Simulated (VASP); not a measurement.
# CsH (I4/mmm) in VASP: a series of runs, part 2 of 2

VASP 6.6.1.

## Step 3: Single point, LDA

This run uses another cell than the first one, of the same volume but with other edges.

INCAR

```
PREC = Accurate ; ENCUT = 520
EDIFF = 1E-6 ; ISMEAR = 0
SIGMA = 0.05 ; LREAL = False
LASPH = True ; NELM = 80
ALGO = Normal ; ISIF = 2
LWAVE = False ; LCHARG = True
LELF = True ; LVHAR = True
NBANDS = 12
```

KPOINTS

```
regular mesh
0
Gamma
  8 8 8
```

POSCAR

```
CsH
1.0
    0.0000000000      3.6802771664      2.3921801581
    3.6802771664      0.0000000000      2.3921801581
    3.6802771664      3.6802771664      0.0000000000
Cs H
1 1
Direct
    0.0000000000      0.0000000000      0.0000000000
    0.5000000000      0.5000000000      0.5000000000
```

Potentials or basis: VASP PAW LDA potentials, release 64 (Cs_sv, H).

Run with:

```sh
> cat potpaw_LDA.64/Cs_sv/POTCAR potpaw_LDA.64/H/POTCAR > POTCAR
> mpirun -np 1 vasp_std > vasp.out
```

OUTCAR:

```text
PREC = Accurate
   ENCUT = 520
   EDIFF = 1E-6
   ISMEAR = 0
   LREAL = False
   LASPH = True
   NELM = 80
   ISIF = 2

 ion  position               nearest neighbor table
   1  0.000  0.000  0.000-
   2  0.500  0.500  0.500-

  LATTYP: Found a body centered tetragonal cell.
 ALAT       =     5.2046978820
 C/A-ratio  =     0.9192388155

  Lattice vectors:

 A1 = (   0.0000000000,  -3.6802771664,  -2.3921801581)
 A2 = (   0.0000000000,   3.6802771664,  -2.3921801581)
 A3 = (   3.6802771664,   0.0000000000,   2.3921801581)

Analysis of symmetry for initial positions (statically):
=====================================================================
 Subroutine PRICEL returns:
 Original cell was already a primitive cell.

 Routine SETGRP: Setting up the symmetry group for a
 body centered tetragonal supercell.

 Subroutine GETGRP returns: Found 16 space group operations
 (whereof 16 operations were pure point group operations)
 out of a pool of 16 trial point group operations.

The static configuration has the point symmetry D_4h.

Analysis of symmetry for dynamics (positions and initial velocities):
=====================================================================
 Subroutine PRICEL returns:
 Original cell was already a primitive cell.

 Routine SETGRP: Setting up the symmetry group for a
 body centered tetragonal supercell.

 Subroutine GETGRP returns: Found 16 space group operations
 (whereof 16 operations were pure point group operations)
 out of a pool of 16 trial point group operations.

The dynamic configuration has the point symmetry D_4h.

 Subroutine INISYM returns: Found 16 space group operations
 (whereof 16 operations are pure point group operations),
 and found     1 'primitive' translations

----------------------------------------------------------------------------------------

                                     Primitive cell

  volume of cell :      64.8015

  direct lattice vectors                    reciprocal lattice vectors
     0.000000000  3.680277166  2.392180158    -0.135859333  0.135859333  0.209014358
     3.680277166  0.000000000  2.392180158     0.135859333 -0.135859333  0.209014358
     3.680277166  3.680277166  0.000000000     0.135859333  0.135859333 -0.209014358

  length of vectors
     4.389415215  4.389415215  5.204697882     0.283905827  0.283905827  0.283905827

  position of ions in fractional coordinates (direct lattice)
     0.000000000  0.000000000  0.000000000
     0.500000000  0.500000000  0.500000000

  ion indices of the primitive-cell ions
   primitive index   ion index
                 1           1
                 2           2

----------------------------------------------------------------------------------------

 KPOINTS: regular mesh

Automatic generation of k-mesh.
 Grid dimensions read from file:
 generate k-points for:    8    8    8

 Generating k-lattice:

  Cartesian coordinates                     Fractional coordinates (reciprocal lattice)
    -0.016982417  0.016982417  0.026126795     0.125000000  0.000000000  0.000000000
     0.016982417 -0.016982417  0.026126795     0.000000000  0.125000000  0.000000000
     0.016982417  0.016982417 -0.026126795    -0.000000000 -0.000000000  0.125000000

  Length of vectors
     0.035488228  0.035488228  0.035488228

  Shift w.r.t. Gamma in fractional coordinates (k-lattice)
     0.000000000  0.000000000  0.000000000

 Subroutine IBZKPT returns following result:
 ===========================================

 Found     59 irreducible k-points:

 Following reciprocal coordinates:
            Coordinates               Weight
  0.000000  0.000000  0.000000      1.000000
  0.125000  0.000000  0.000000      8.000000
  0.250000  0.000000  0.000000      8.000000
  0.375000  0.000000  0.000000      8.000000
  0.500000  0.000000  0.000000      4.000000
  0.125000  0.125000  0.000000      2.000000
[... 16 lines left out ...]
  0.250000  0.000000  0.125000     16.000000
  0.375000  0.000000  0.125000     16.000000
 [... further k-points ...]
   k-points           NKPTS =     59   k-points in BZ     NKDIM =     59   number of bands    NBANDS=     12
   number of dos      NEDOS =    301   number of ions     NIONS =      2
   total plane-waves  NPLWV =  51840
   dimension x,y,z NGX =    36 NGY =   36 NGZ =   40
   dimension x,y,z NGXF=    72 NGYF=   72 NGZF=   80
   ions per type =               1   1
   NGX,Y,Z   is equivalent  to a cutoff of  13.63, 13.63, 12.78 a.u.
   NGXF,Y,Z  is equivalent  to a cutoff of  27.27, 27.27, 25.55 a.u.
 SYSTEM =  unknown system
   PREC   = accura    normal or accurate (medium, high low for compatibility)
   ISTART =      0    job   : 0-new  1-cont  2-samecut
   ICHARG =      2    charge: 1-file 2-atom 10-const
   ISPIN  =      1    spin polarized calculation?
   LNONCOLLINEAR =      F non collinear calculations
   LSORBIT =      F    spin-orbit coupling
   LASPH  =      T    aspherical Exc in radial PAW
   ENCUT  =  520.0 eV  38.22 Ry    6.18 a.u.   8.16  8.16  9.68*2*pi/ulx,y,z
   NELM   =     80;   NELMIN=  2; NELMDL= -5     # of ELM steps
   EDIFF  = 0.1E-05   stopping-criterion for ELM
   LREAL  =      F    real-space projection
   EDIFFG = 0.1E-04   stopping-criterion for IOM
   NSW    =      0    number of steps for IOM
   IBRION =     -1    ionic relax: 0-MD 1-quasi-New 2-CG
   NFREE  =      0    steps in history (QN), initial steepest desc. (CG)
   ISIF   =      2    stress and relaxation
   ISYM   =      2    0-nonsym 1-usesym 2-fastsym
   POTIM  = 0.5000    time-step for ionic-motion
   TEBEG  =    0.0;   TEEND  =   0.0 temperature during run
   PSTRESS=    0.0 pullay stress
   NELECT =      10.0000    total number of electrons
   NUPDOWN=      -1.0000    fix difference up-down
   EMIN   =  10.00;   EMAX   =-10.00  energy-range for DOS
   EFERMI =   0.00;   METHOD = LEGACY
   ISMEAR =     0;   SIGMA  =   0.05  broadening in eV -4-tet -1-fermi 0-gaus
   EFERMI_NEDOS =   21; number of points for ismear=-14 and -15
   IALGO  =     38    algorithm
   IMIX   =      4    mixing-type and parameters
     AMIX     =   0.40;   BMIX     =  1.00
     AMIX_MAG =   1.60;   BMIX_MAG =  1.00
  volume/ion in A,a.u.               =      32.40       218.65
  Fermi-wavevector in a.u.,A,eV,Ry     =   0.878105  1.659378 10.491026  0.771069
  Thomas-Fermi vector in A             =   1.998146
   LORBIT       =      0    0 simple, 1 ext, 2 COOP (PROOUT), +10 PAW based schemes
   GGA     = CA    functional components
   LHFCALC =     F    Hartree Fock is set to
   AEXX    =    0.0000 exact exchange contribution
   IVDW    =     0    specifies the selected vdW correction
   LEPSILON=     F    determine dielectric tensor
   LRPA    =     F    only Hartree local field effects (RPA)
 non-spin polarized calculation
 Gauss-broadening in eV      SIGMA  =   0.05
  energy-cutoff  :      520.00
  volume of cell :       64.80
 maximum number of plane-waves:      1772
 NGX is ok and might be reduce to    36

 number of electron      10.0000000 magnetization

 number of electron       9.9999999 magnetization

 Free energy of the ion-electron system (eV)
  ---------------------------------------------------
  ext. energy  EPLUGINS =         0.00000000
  ---------------------------------------------------
  free energy    TOTEN  =        -4.02773355 eV

  energy without entropy =       -4.02773355  energy(sigma->0) =       -4.02773355

 E-fermi :   1.6027     XC(G=0):  -7.3697

 val. band max:        1.3475863620   @ k =   0.5000   0.0000   0.0000
 cond. band min:       1.9920222869   @ k =   0.5000   0.0000   0.0000
 fundamental gap:      0.6444359249
 Fermi energy:         1.6027375503

 k-point     1 :       0.0000    0.0000    0.0000
  band No.  band energies     occupation
      1     -21.1095      2.00000
      2      -7.6786      2.00000
      3      -7.6786      2.00000
      4      -7.4634      2.00000
      5      -1.7262      2.00000
      6       2.9910      0.00000
      7       4.7579      0.00000
      8       5.4643      0.00000
      9       5.4643      0.00000
     10       6.9579      0.00000
     11       8.4310      0.00000
     12       8.4310      0.00000
[... 331 lines left out ...]
 k-point    24 :       0.3750    0.0000    0.1250
  band No.  band energies     occupation
      1     -21.0377      2.00000
      2      -8.3002      2.00000
      3      -7.8825      2.00000
      4      -7.7043      2.00000
      5      -0.1872      2.00000
      6       2.6318      0.00000
      7       3.9319      0.00000
      8       5.4199      0.00000
      9       6.8982      0.00000
     10       7.4496      0.00000
     11       9.3204      0.00000
     12      10.4961      0.00000

 [... further k-points ...]
[... 5 lines left out ...]
  --------------------------------------------------------------------------------------
  -------------------------------------------------------------------------------------
  Total       -0.7596368     -0.7596368      7.2648310      0.0000000      0.0000000      0.0000000
  in kB      -18.7815601    -18.7815601    179.6185416      0.0000000      0.0000000      0.0000000
  external PRESSURE =      47.3518072 kB  Pullay stress =       0.0000000 kB

 VOLUME and BASIS-vectors are now :
 -----------------------------------------------------------------------------
  energy-cutoff  :      520.00
  volume of cell :       64.80
      direct lattice vectors                 reciprocal lattice vectors
     0.000000000  3.680277166  2.392180158    -0.135859333  0.135859333  0.209014358
     3.680277166  0.000000000  2.392180158     0.135859333 -0.135859333  0.209014358
     3.680277166  3.680277166  0.000000000     0.135859333  0.135859333 -0.209014358

 POSITION                                       TOTAL-FORCE (eV/Angst)
 -----------------------------------------------------------------------------------
      0.00000      0.00000      0.00000         0.000000      0.000000      0.000000
      3.68028      3.68028      2.39218         0.000000     -0.000000      0.000000
 -----------------------------------------------------------------------------------
    total drift:                                0.000000      0.000000      0.000000

  FREE ENERGIE OF THE ION-ELECTRON SYSTEM (eV)
  ---------------------------------------------------
  free  energy   TOTEN  =        -4.0277335456 eV

  energy  without entropy=       -4.0277335456  energy(sigma->0) =       -4.02773355
```

OSZICAR:

```text
N       E                     dE             d eps       ncg     rms          rms(c)
DAV:   1     0.426952937163E+02    0.42695E+02   -0.40001E+03  1416   0.678E+02
DAV:   2    -0.141571792676E+01   -0.44111E+02   -0.41555E+02  1796   0.110E+02
DAV:   3    -0.513847407689E+01   -0.37228E+01   -0.37142E+01  1768   0.347E+01
DAV:   4    -0.517100703351E+01   -0.32533E-01   -0.32530E-01  1632   0.375E+00
DAV:   5    -0.517116259858E+01   -0.15557E-03   -0.15556E-03  1796   0.265E-01    0.436E+00
DAV:   6    -0.423215070853E+01    0.93901E+00   -0.10633E+00  1592   0.379E+00    0.181E+00
DAV:   7    -0.402228804121E+01    0.20986E+00   -0.11365E+00  1656   0.350E+00    0.705E-01
DAV:   8    -0.403925019596E+01   -0.16962E-01   -0.14314E-01  1592   0.128E+00    0.444E-01
DAV:   9    -0.402751708673E+01    0.11733E-01   -0.45495E-02  1584   0.687E-01    0.542E-02
DAV:  10    -0.402776313103E+01   -0.24604E-03   -0.26582E-03  1676   0.201E-01    0.330E-02
DAV:  11    -0.402777686490E+01   -0.13734E-04   -0.82030E-04  1628   0.870E-02    0.274E-02
DAV:  12    -0.402773310690E+01    0.43758E-04   -0.19905E-04  1632   0.451E-02    0.185E-03
DAV:  13    -0.402773354561E+01   -0.43871E-06   -0.52234E-06  1708   0.898E-03
   1 F= -.40277335E+01 E0= -.40277335E+01  d E =-.108090E-14
```

stdout:

```text
POSCAR found type information on POSCAR CsH
 POSCAR found :  2 types and       2 ions
 scaLAPACK will be used
 LDA part: xc-table for (Slater(with rela. corr.)+CA(PZ))
 , standard interpolation
 POSCAR, INCAR and KPOINTS ok, starting setup
 FFT: planning ... GRIDC
 FFT: planning ... GRID_SOFT
 FFT: planning ... GRID
 WAVECAR not read
 entering main loop
```

Run time: 16 s. Hardware: 1 thread of Intel Xeon 6975P-C (Granite Rapids), shared host; peak memory 0.2 GiB.

What came out:

```
Free energy            : -4.0277 eV
Pressure               : 4.7 GPa
Band gap on the k mesh : 0.64 eV, direct
```

Caveat: spin-orbit coupling is left out, which moves the levels of the heavy elements.

## Step 4: Single point, LDA

This run uses another cell than the first one, of the same volume but with other edges.

INCAR

```
PREC     = Accurate       # precision mode
ENCUT    = 520            # plane-wave cutoff, eV
EDIFF    = 1E-6           # SCF threshold, eV
ISMEAR   = 0              # smearing method
SIGMA    = 0.05           # smearing width, eV
LREAL    = F              # projectors in reciprocal space
LASPH    = T              # aspherical terms in the spheres
NELM     = 80             # most SCF steps
ALGO     = Normal         # electronic algorithm
ISIF     = 2              # what is computed and relaxed
LWAVE    = F              # write WAVECAR
LCHARG   = F              # write CHGCAR
NBANDS   = 12             # bands
```

KPOINTS is that of step 3.

POSCAR

```
CsH
1.0
    0.0000000000      2.7849745216      4.1774617824
    2.7849745216      0.0000000000      4.1774617824
    2.7849745216      2.7849745216      0.0000000000
Cs H
1 1
Direct
    0.0000000000      0.0000000000      0.0000000000
    0.5000000000      0.5000000000      0.5000000000
```

Run with:

```sh
> cat potpaw_LDA.64/Cs_sv/POTCAR potpaw_LDA.64/H/POTCAR > POTCAR
> mpirun -np 1 vasp_std > vasp.out
```

It took 16 s on 1 thread of Intel Xeon 6975P-C (Granite Rapids), shared host; peak memory 0.2 GiB.

The run converged. Its results:

```yaml
Free_energy: -4.5953 eV
Pressure: 1.9 GPa
Band_gap_on_the_k_mesh: 1.40 eV, direct
```

Stress tensor (GPa, compression positive):
```
 3.61  0.00  0.00
 0.00  3.61  0.00
 0.00  0.00 -1.58
```

Levels at points of the mesh, in eV from the valence-band top:
```tsv
k point	band 3	band 4	band 5	band 6	band 7	band 8
(0.00, 0.00, 0.00)	-8.05	-8.05	-2.36	2.00	3.53	5.81
(0.50, 0.00, 0.00)	-8.76	-7.94	0.00	1.40	3.33	5.44
(0.50, 0.50, 0.00)	-8.11	-8.11	-1.94	2.88	2.98	7.42
(0.50, 0.00, 0.50)	-9.03	-8.63	-2.05	2.51	5.33	5.61
```

Caveat: spin-orbit coupling is left out, which moves the levels of the heavy elements.

## Step 5: Single point, LDA

This run uses another cell than the first one, of the same volume but with other edges.

INCAR

```
PREC = Accurate
ENCUT = 520
EDIFF = 1E-7
ISMEAR = 0
SIGMA = 0.05
LREAL = False
LASPH = True
NELM = 80
ALGO = Normal
ISIF = 2
LWAVE = False
LCHARG = False
NBANDS = 12
```

KPOINTS

```
Automatic mesh
0
Gamma
  8 8 8
```

POSCAR

```
CsH
1.0
    0.0000000000      3.2316766603      3.1024095939
    3.2316766603      0.0000000000      3.1024095939
    3.2316766603      3.2316766603      0.0000000000
Cs H
1 1
Direct
    0.0000000000      0.0000000000      0.0000000000
    0.5000000000      0.5000000000      0.5000000000
```

Run with:

```sh
> cat potpaw_LDA.64/Cs_sv/POTCAR potpaw_LDA.64/H/POTCAR > POTCAR
> mpirun -np 1 vasp_std > vasp.out
```

Wall time 15 s (1 thread of Intel Xeon 6975P-C (Granite Rapids), shared host); peak memory 0.19 GiB.

Results (log left out):

* Free energy: -4.8874 eV
* Pressure: -1.2 GPa
* Band gap on the k mesh: 1.93 eV, direct

Stress tensor (GPa, compression positive):
```
-1.47  0.00  0.00
 0.00 -1.47  0.00
 0.00  0.00 -0.65
```

Levels at points of the mesh, in eV from the valence-band top:
| k point | band 3 | band 4 | band 5 | band 6 | band 7 | band 8 |
| --- | --- | --- | --- | --- | --- | --- |
| (0.00, 0.00, 0.00) | -7.91 | -7.88 | -1.88 | 4.92 | 4.92 | 5.11 |
| (0.50, 0.00, 0.00) | -8.03 | -7.97 | 0.00 | 1.93 | 4.40 | 4.69 |
| (0.50, 0.50, 0.00) | -8.23 | -8.23 | -1.23 | 2.77 | 5.55 | 7.81 |
| (0.50, 0.00, 0.50) | -8.17 | -8.15 | -1.23 | 2.89 | 5.18 | 7.68 |

Caveat: spin-orbit coupling is left out, which moves the levels of the heavy elements.

## Step 6: Overview

```tsv
cell	gap on the mesh (eV)	pressure (GPa)
a = 4.591, b = 4.591, c = 4.368 Å, angles 61.6, 61.6, 56.8°, 2 atoms	1.90	-1.0
a = 4.389, b = 4.389, c = 5.205 Å, angles 53.6, 53.6, 72.7°, 2 atoms	0.64	4.7
a = 5.021, b = 5.021, c = 3.939 Å, angles 66.9, 66.9, 46.2°, 2 atoms	1.40	1.9
a = 4.480, b = 4.480, c = 4.570 Å, angles 59.3, 59.3, 61.3°, 2 atoms	1.93	-1.2
```

Alike in all rows: task single point; level LDA; potentials or basis VASP PAW LDA potentials, release 64 (Cs_sv, H); no spin polarisation; k mesh 8 × 8 × 8; cutoff (eV) 520; smearing gaussian 0.05 eV.

Caveats: spin-orbit coupling is left out, which moves the levels of the heavy elements.

Total energies depend on the potentials used, so only differences within one code and one set of settings carry meaning.
